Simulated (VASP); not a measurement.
Wanted: the native input for a VASP 6.6.1 run.

```
Task                   : single point
Functional             : LDA
Potentials or basis    : VASP PAW LDA potentials, release 64 (Ta_pv)
Cutoff                 : 520 eV
k mesh                 : 24 × 24 × 24
Occupations            : fermi-dirac, width 0.08 eV
Spin                   : no spin polarisation
Dipole correction      : no
Further INCAR settings : ALGO = Normal; EDIFF = 1e-07; NBANDS = 12
```

The structure of Ta lies in POSCAR:

```
Ta
1.0
   -1.6041676996      1.6041676996      1.6041676996
    1.6041676996     -1.6041676996      1.6041676996
    1.6041676996      1.6041676996     -1.6041676996
Ta
1
Direct
    0.0000000000      0.0000000000      0.0000000000
```

One way to write it, as run:

INCAR

```
PREC = Accurate ; ENCUT = 520
EDIFF = 1E-7 ; ISMEAR = -1
SIGMA = 0.08 ; LREAL = F
LASPH = T ; NELM = 80
ALGO = Normal ; ISIF = 2
LWAVE = F ; LCHARG = F
NBANDS = 12
```

KPOINTS

```
Automatic mesh
0
Gamma
  24 24 24
```

Potentials or basis: VASP PAW LDA potentials, release 64 (Ta_pv).

Launch:

```sh
$ cat potpaw_LDA.64/Ta_pv/POTCAR > POTCAR
$ mpirun -np 1 vasp_std > vasp.out
```

It gave:

```yaml
Pressure: 11.0 GPa
Band_gap_on_the_k_mesh: zero (an odd number of electrons rules out a gap without spin polarisation)
```

Caveat: the cell stands under pressure; spin-orbit coupling is left out, which moves the levels of the heavy elements.

It took 95 s on 1 thread of AMD EPYC 7R13, with other jobs on the host, peak memory 0.17 GiB.
